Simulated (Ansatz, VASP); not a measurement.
**BaTiO3: VASP beside Ansatz**

The input INCAR:

```
SYSTEM = BaTiO3
PREC = Accurate
ENCUT = 520
EDIFF = 1E-8
ISMEAR = -1
SIGMA = 0.08
LREAL = .False.
LASPH = .True.
NELM = 60
ALGO = Normal
ISIF = 2
LWAVE = .False.
LCHARG = .False.
GGA = PE
LEFG = .True.
NBANDS = 28
```

KPOINTS

```
regular mesh
0
Gamma
  7 7 7
  0 0 0
```

POSCAR

```
BaTiO3
1.0
    4.0782473671      0.0000000000      0.0000000000
    0.0000000000      4.0782473671      0.0000000000
    0.0000000000      0.0000000000      4.0968043205
Ba Ti O
1 1 3
Direct
    0.0000000000      0.0000000000      0.0000000000
    0.5000000000      0.5000000000      0.4820000000
    0.5000000000      0.5000000000      0.0160000000
    0.5000000000      0.0000000000      0.5150000000
    0.0000000000      0.5000000000      0.5150000000
```

Input for Ansatz:

```yaml
crystal:
  lattice:
    - [4.0782473671, 0.0, 0.0]
    - [0.0, 4.0782473671, 0.0]
    - [0.0, 0.0, 4.0968043205]
  atoms:
    - { symbol: Ba, position: [0.0, 0.0, 0.0] }
    - { symbol: Ti, position: [0.5, 0.5, 0.482] }
    - { symbol: O, position: [0.5, 0.5, 0.016] }
    - { symbol: O, position: [0.5, 0.0, 0.515] }
    - { symbol: O, position: [0.0, 0.5, 0.515] }
kpoints:
  mp_grid: { grid: [7, 7, 7] }
scf:
  occupations: { method: fermi_dirac, width: 0.08 }
hamiltonian:
  xc: pbe
  pseudopotentials: { kind: paw }
output:
  forces: true
  stress: true
  eigenvalues: true
  efg: { contact_densities: true }
```

Change from the starting cell: volume scaled by 1.06, PAW files.

Alike in both runs: task electric field gradients; functional PBE; k mesh 7 × 7 × 7; occupations fermi-dirac, width 0.08 eV; no spin polarisation.

|  | VASP | Ansatz |
| --- | --- | --- |
| version | VASP 6.6.1 | Ansatz 0.2.0 |
| potentials or method | VASP PAW PBE potentials, release 64 (Ba_sv, Ti_sv, O) | PAW with Ansatz's default frozen-core files, scalar-relativistic |
| plane-wave cutoff (eV) | 520 | 420 |
| valence electrons in the cell | 40 | 40 |

|  | VASP | Ansatz | Ansatz less VASP |
| --- | --- | --- | --- |
| pressure (GPa) | -4.7 | -6.2 | -1.44 |
| traceless stress, the component that is largest in VASP (GPa) | 0.79 | 0.75 | -0.046 |
| rms of the force components (eV/Å) | 0.204 | 0.217 | +0.0132 |
| size of Vzz on the site where it differs most (V/Å²) | 21.1 | 22.1 | +1.02 |

Atom by atom the forces differ by 0.017 eV/Å (rms over components). With one functional, cell and mesh, what is left measures potentials, basis and numerics.

Neither program's run includes spin-orbit coupling.
